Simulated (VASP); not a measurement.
# CsPbBr3 (Pm-3m) in VASP: single point with LDA

Aim: the single point of CsPbBr3 with LDA.

All numbers are computed with VASP 6.6.1; they aren't measurements. Logs are shortened: lines on timing, memory, paths and dates and some standing lists are left out, and cuts for length are marked.

## (1) The cell of the first run

Symmetry: Pm-3m, No. 221, cubic system. The conventional cell has a = 5.773 Å, b = 5.773 Å, c = 5.773 Å, α = 90.00°, β = 90.00°, γ = 90.00°. Cs (site symmetry m-3m) has 12 Br at 4.08 Å and 8 Pb at 5.00 Å within 5.4 Å. Pb (site symmetry m-3m) has 6 Br at 2.89 Å within 3.8 Å. Br (site symmetry 4/mmm) has 2 Pb at 2.89 Å within 3.8 Å.

## (2) Single point, LDA

INCAR

```
SYSTEM = CsPbBr3
PREC = Accurate
ENCUT = 520
EDIFF = 1E-7
ISMEAR = 0
SIGMA = 0.02
LREAL = .False.
LASPH = .True.
NELM = 60
ALGO = Normal
ISIF = 2
LWAVE = .False.
LCHARG = .False.
NBANDS = 30
```

KPOINTS

```
regular mesh
0
Gamma
  6 6 6
  0 0 0
```

POSCAR

```
CsPbBr3
1.0
    5.7733212316      0.0000000000      0.0000000000
    0.0000000000      5.7733212316      0.0000000000
    0.0000000000      0.0000000000      5.7733212316
Cs Pb Br
1 1 3
Direct
    0.0000000000      0.0000000000      0.0000000000
    0.5000000000      0.5000000000      0.5000000000
    0.0000000000      0.5000000000      0.5000000000
    0.5000000000      0.0000000000      0.5000000000
    0.5000000000      0.5000000000      0.0000000000
```

Potentials or basis: VASP PAW LDA potentials, release 64 (Cs_sv, Pb_d, Br).

Run with:

```
cat potpaw_LDA.64/Cs_sv/POTCAR potpaw_LDA.64/Pb_d/POTCAR potpaw_LDA.64/Br/POTCAR > POTCAR
mpirun -np 1 vasp_std > vasp.out
```

OUTCAR:

```text
SYSTEM = CsPbBr3
   PREC = Accurate
   ENCUT = 520
   EDIFF = 1E-7
   ISMEAR = 0
   LREAL = .False.
   LASPH = .True.
   NELM = 60
   ISIF = 2

 ion  position               nearest neighbor table
   1  0.000  0.000  0.000-
   2  0.500  0.500  0.500-   3 2.89   4 2.89   5 2.89   5 2.89   4 2.89   3 2.89
   3  0.000  0.500  0.500-   2 2.89   2 2.89
   4  0.500  0.000  0.500-   2 2.89   2 2.89
   5  0.500  0.500  0.000-   2 2.89   2 2.89

  LATTYP: Found a simple cubic cell.
 ALAT       =     5.7733212316

  Lattice vectors:

 A1 = (   5.7733212316,   0.0000000000,   0.0000000000)
 A2 = (   0.0000000000,   5.7733212316,   0.0000000000)
 A3 = (   0.0000000000,   0.0000000000,   5.7733212316)

Analysis of symmetry for initial positions (statically):
=====================================================================
 Subroutine PRICEL returns:
 Original cell was already a primitive cell.

 Routine SETGRP: Setting up the symmetry group for a
 simple cubic supercell.

 Subroutine GETGRP returns: Found 48 space group operations
 (whereof 48 operations were pure point group operations)
 out of a pool of 48 trial point group operations.

The static configuration has the point symmetry O_h .

Analysis of symmetry for dynamics (positions and initial velocities):
=====================================================================
 Subroutine PRICEL returns:
 Original cell was already a primitive cell.

 Routine SETGRP: Setting up the symmetry group for a
 simple cubic supercell.

 Subroutine GETGRP returns: Found 48 space group operations
 (whereof 48 operations were pure point group operations)
 out of a pool of 48 trial point group operations.

The dynamic configuration has the point symmetry O_h .

 Subroutine INISYM returns: Found 48 space group operations
 (whereof 48 operations are pure point group operations),
 and found     1 'primitive' translations

----------------------------------------------------------------------------------------

                                     Primitive cell

  volume of cell :     192.4319

  direct lattice vectors                    reciprocal lattice vectors
     5.773321232  0.000000000  0.000000000     0.173210525  0.000000000  0.000000000
     0.000000000  5.773321232  0.000000000     0.000000000  0.173210525  0.000000000
     0.000000000  0.000000000  5.773321232     0.000000000  0.000000000  0.173210525

  length of vectors
     5.773321232  5.773321232  5.773321232     0.173210525  0.173210525  0.173210525

  position of ions in fractional coordinates (direct lattice)
     0.000000000  0.000000000  0.000000000
     0.500000000  0.500000000  0.500000000
     0.000000000  0.500000000  0.500000000
     0.500000000  0.000000000  0.500000000
     0.500000000  0.500000000  0.000000000

  ion indices of the primitive-cell ions
   primitive index   ion index
                 1           1
                 2           2
                 3           3
                 4           4
                 5           5

----------------------------------------------------------------------------------------

 KPOINTS: regular mesh

Automatic generation of k-mesh.
 Grid dimensions read from file:
 generate k-points for:    6    6    6

 Generating k-lattice:

  Cartesian coordinates                     Fractional coordinates (reciprocal lattice)
     0.028868421  0.000000000  0.000000000     0.166666667  0.000000000  0.000000000
     0.000000000  0.028868421  0.000000000     0.000000000  0.166666667  0.000000000
     0.000000000  0.000000000  0.028868421     0.000000000  0.000000000  0.166666667

  Length of vectors
     0.028868421  0.028868421  0.028868421

  Shift w.r.t. Gamma in fractional coordinates (k-lattice)
     0.000000000  0.000000000  0.000000000

 Subroutine IBZKPT returns following result:
 ===========================================

 Found     20 irreducible k-points:

 Following reciprocal coordinates:
            Coordinates               Weight
  0.000000  0.000000  0.000000      1.000000
  0.166667  0.000000  0.000000      6.000000
  0.333333  0.000000  0.000000      6.000000
  0.500000  0.000000  0.000000      3.000000
  0.166667  0.166667  0.000000     12.000000
  0.333333  0.166667  0.000000     24.000000
[... 12 lines left out ...]
  0.500000  0.500000  0.333333      6.000000
  0.500000  0.500000  0.500000      1.000000
   k-points           NKPTS =     20   k-points in BZ     NKDIM =     20   number of bands    NBANDS=     30
   number of dos      NEDOS =    301   number of ions     NIONS =      5
   total plane-waves  NPLWV = 110592
   dimension x,y,z NGX =    48 NGY =   48 NGZ =   48
   dimension x,y,z NGXF=    96 NGYF=   96 NGZF=   96
   ions per type =               1   1   3
   NGX,Y,Z   is equivalent  to a cutoff of  13.82, 13.82, 13.82 a.u.
   NGXF,Y,Z  is equivalent  to a cutoff of  27.64, 27.64, 27.64 a.u.
 SYSTEM =  CsPbBr3
   PREC   = accura    normal or accurate (medium, high low for compatibility)
   ISTART =      0    job   : 0-new  1-cont  2-samecut
   ICHARG =      2    charge: 1-file 2-atom 10-const
   ISPIN  =      1    spin polarized calculation?
   LNONCOLLINEAR =      F non collinear calculations
   LSORBIT =      F    spin-orbit coupling
   LASPH  =      T    aspherical Exc in radial PAW
   ENCUT  =  520.0 eV  38.22 Ry    6.18 a.u.  10.73 10.73 10.73*2*pi/ulx,y,z
   NELM   =     60;   NELMIN=  2; NELMDL= -5     # of ELM steps
   EDIFF  = 0.1E-06   stopping-criterion for ELM
   LREAL  =      F    real-space projection
   EDIFFG = 0.1E-05   stopping-criterion for IOM
   NSW    =      0    number of steps for IOM
   IBRION =     -1    ionic relax: 0-MD 1-quasi-New 2-CG
   NFREE  =      0    steps in history (QN), initial steepest desc. (CG)
   ISIF   =      2    stress and relaxation
   ISYM   =      2    0-nonsym 1-usesym 2-fastsym
   POTIM  = 0.5000    time-step for ionic-motion
   TEBEG  =    0.0;   TEEND  =   0.0 temperature during run
   PSTRESS=    0.0 pullay stress
   NELECT =      44.0000    total number of electrons
   NUPDOWN=      -1.0000    fix difference up-down
   EMIN   =  10.00;   EMAX   =-10.00  energy-range for DOS
   EFERMI =   0.00;   METHOD = LEGACY
   ISMEAR =     0;   SIGMA  =   0.02  broadening in eV -4-tet -1-fermi 0-gaus
   EFERMI_NEDOS =   21; number of points for ismear=-14 and -15
   IALGO  =     38    algorithm
   IMIX   =      4    mixing-type and parameters
     AMIX     =   0.40;   BMIX     =  1.00
     AMIX_MAG =   1.60;   BMIX_MAG =  1.00
  volume/ion in A,a.u.               =      38.49       259.72
  Fermi-wavevector in a.u.,A,eV,Ry     =   1.001075  1.891758 13.635097  1.002151
  Thomas-Fermi vector in A             =   2.133473
   LORBIT       =      0    0 simple, 1 ext, 2 COOP (PROOUT), +10 PAW based schemes
   GGA     = CA    functional components
   LHFCALC =     F    Hartree Fock is set to
   AEXX    =    0.0000 exact exchange contribution
   IVDW    =     0    specifies the selected vdW correction
   LEPSILON=     F    determine dielectric tensor
   LRPA    =     F    only Hartree local field effects (RPA)
 non-spin polarized calculation
 Gauss-broadening in eV      SIGMA  =   0.02
  energy-cutoff  :      520.00
  volume of cell :      192.43
 maximum number of plane-waves:      5232
 NGX is ok and might be reduce to    48
   NGX = 21   NGY = 21   NGZ = 21

 number of electron      44.0000013 magnetization

 Free energy of the ion-electron system (eV)
  ---------------------------------------------------
  ext. energy  EPLUGINS =         0.00000000
  ---------------------------------------------------
  free energy    TOTEN  =       -17.84514609 eV

  energy without entropy =      -17.84514609  energy(sigma->0) =      -17.84514609

 E-fermi :   1.8876     XC(G=0):  -8.2644

 val. band max:        1.7662805319   @ k =   0.5000   0.5000   0.5000
 cond. band min:       2.9074609277   @ k =   0.5000   0.5000   0.5000
 fundamental gap:      1.1411803958
 Fermi energy:         1.8875741174

 k-point     1 :       0.0000    0.0000    0.0000
  band No.  band energies     occupation
      1     -19.8662      2.00000
      2     -15.3273      2.00000
      3     -15.3273      2.00000
      4     -15.0962      2.00000
      5     -15.0962      2.00000
      6     -15.0962      2.00000
[... 22 lines left out ...]
     29       7.7519      0.00000
     30       7.7519      0.00000

 k-point     2 :       0.1667    0.0000    0.0000
  band No.  band energies     occupation
      1     -19.8658      2.00000
      2     -15.3273      2.00000
      3     -15.3060      2.00000
      4     -15.0965      2.00000
      5     -15.0965      2.00000
      6     -15.0961      2.00000
[... 22 lines left out ...]
     29       6.8174      0.00000
     30       7.6454      0.00000

 k-point     3 :       0.3333    0.0000    0.0000
  band No.  band energies     occupation
      1     -19.8650      2.00000
      2     -15.3272      2.00000
      3     -15.2625      2.00000
      4     -15.0972      2.00000
      5     -15.0972      2.00000
      6     -15.0961      2.00000
[... 22 lines left out ...]
     29       6.7247      0.00000
     30       7.6503      0.00000

 k-point     4 :       0.5000    0.0000    0.0000
  band No.  band energies     occupation
      1     -19.8646      2.00000
      2     -15.3271      2.00000
      3     -15.2402      2.00000
      4     -15.0976      2.00000
      5     -15.0976      2.00000
      6     -15.0961      2.00000
[... 484 lines left out ...]
     29       6.8188      0.00000
     30       7.3500      0.00000

 k-point    19 :       0.5000    0.5000    0.3333
  band No.  band energies     occupation
      1     -19.8624      2.00000
      2     -15.2102      2.00000
      3     -15.1830      2.00000
      4     -15.0991      2.00000
      5     -15.0987      2.00000
      6     -15.0987      2.00000
[... 22 lines left out ...]
     29       6.6530      0.00000
     30       7.5329      0.00000

 k-point    20 :       0.5000    0.5000    0.5000
  band No.  band energies     occupation
      1     -19.8622      2.00000
      2     -15.1830      2.00000
      3     -15.1830      2.00000
      4     -15.0991      2.00000
      5     -15.0991      2.00000
      6     -15.0991      2.00000
[... 22 lines left out ...]
     29       6.5017      0.00000
     30       7.8094      0.00000

------------------------ aborting loop because EDIFF is reached ----------------------------------------

  FORCE on cell =-STRESS in cart. coord.  units (eV):
  Direction    XX          YY          ZZ          XY          YZ          ZX
  --------------------------------------------------------------------------------------
  -------------------------------------------------------------------------------------
  Total        0.0139842      0.0139842      0.0139842     -0.0000000     -0.0000000      0.0000000
  in kB        0.1164314      0.1164314      0.1164314     -0.0000000     -0.0000000      0.0000000
  external PRESSURE =       0.1164314 kB  Pullay stress =       0.0000000 kB

 VOLUME and BASIS-vectors are now :
 -----------------------------------------------------------------------------
  energy-cutoff  :      520.00
  volume of cell :      192.43
      direct lattice vectors                 reciprocal lattice vectors
     5.773321232  0.000000000  0.000000000     0.173210525  0.000000000  0.000000000
     0.000000000  5.773321232  0.000000000     0.000000000  0.173210525  0.000000000
     0.000000000  0.000000000  5.773321232     0.000000000  0.000000000  0.173210525

 POSITION                                       TOTAL-FORCE (eV/Angst)
 -----------------------------------------------------------------------------------
      0.00000      0.00000      0.00000         0.000000      0.000000      0.000000
      2.88666      2.88666      2.88666         0.000000      0.000000      0.000000
      0.00000      2.88666      2.88666         0.000000      0.000000      0.000000
      2.88666      0.00000      2.88666         0.000000      0.000000      0.000000
      2.88666      2.88666      0.00000         0.000000      0.000000      0.000000
 -----------------------------------------------------------------------------------
    total drift:                                0.000000     -0.000000     -0.000000

  FREE ENERGIE OF THE ION-ELECTRON SYSTEM (eV)
  ---------------------------------------------------
  free  energy   TOTEN  =       -17.8451460873 eV

  energy  without entropy=      -17.8451460873  energy(sigma->0) =      -17.84514609
```

Run time: 83 s. Hardware: 1 thread of Intel Xeon Platinum 8488C (Sapphire Rapids), shared host; peak memory 0.33 GiB.

What came out:

```yaml
Free_energy: -17.8451 eV
Pressure: 0.0 GPa
Band_gap_on_the_k_mesh: 1.14 eV, direct
```

Levels at points of the mesh, in eV from the valence-band top:
| k point | band 18 | band 19 | band 20 | band 21 | band 22 | band 23 | band 24 | band 25 | band 26 | band 27 |
| --- | --- | --- | --- | --- | --- | --- | --- | --- | --- | --- |
| (0.00, 0.00, 0.00) | -2.53 | -2.53 | -2.38 | -2.38 | -2.38 | 2.40 | 3.49 | 3.49 | 4.32 | 4.32 |
| (0.50, 0.00, 0.00) | -2.68 | -2.68 | -2.52 | -2.52 | -1.62 | 2.32 | 3.96 | 4.54 | 4.64 | 4.92 |
| (0.50, 0.50, 0.00) | -2.79 | -2.79 | -2.58 | -1.99 | -0.80 | 1.78 | 1.78 | 4.66 | 4.71 | 5.14 |
| (0.50, 0.50, 0.50) | -2.58 | -1.97 | -1.97 | -1.97 | 0.00 | 1.14 | 1.14 | 1.14 | 3.93 | 4.74 |

Caveat: spin-orbit coupling is left out, which moves the levels of the heavy elements. LDA gaps usually lie below the measured ones, often by a third to a half.
